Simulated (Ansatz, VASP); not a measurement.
## One calculation of Ba, two programs

```
Ba
1.0
     0.00000    3.29412    3.29412
     3.29412    0.00000    3.29412
     3.29412    3.29412    0.00000
Ba
1
Cartesian
  0.0000 0.0000 0.0000
```

Alike in both runs: task single point; functional PBE; k mesh 12 × 12 × 12; occupations gaussian, width 0.1 eV; no spin polarisation.

|  | VASP | Ansatz |
| --- | --- | --- |
| version | VASP 6.6.1 | Ansatz 0.2.0 |
| potentials or method | VASP PAW PBE potentials, release 64 (Ba_sv), cutoff 520 eV | scalar-relativistic, plane waves, PAW |
| valence electrons in the cell | 10 | 10 |

|  | VASP | Ansatz | Ansatz less VASP |
| --- | --- | --- | --- |
| gap on the k mesh at the Fermi level (eV) | none | none | - |
| pressure (GPa) | -0.8 | -0.8 | -0.03 |

A gap of «none» marks a metal or a gap that the smearing closes.

Spin-orbit coupling is off throughout.
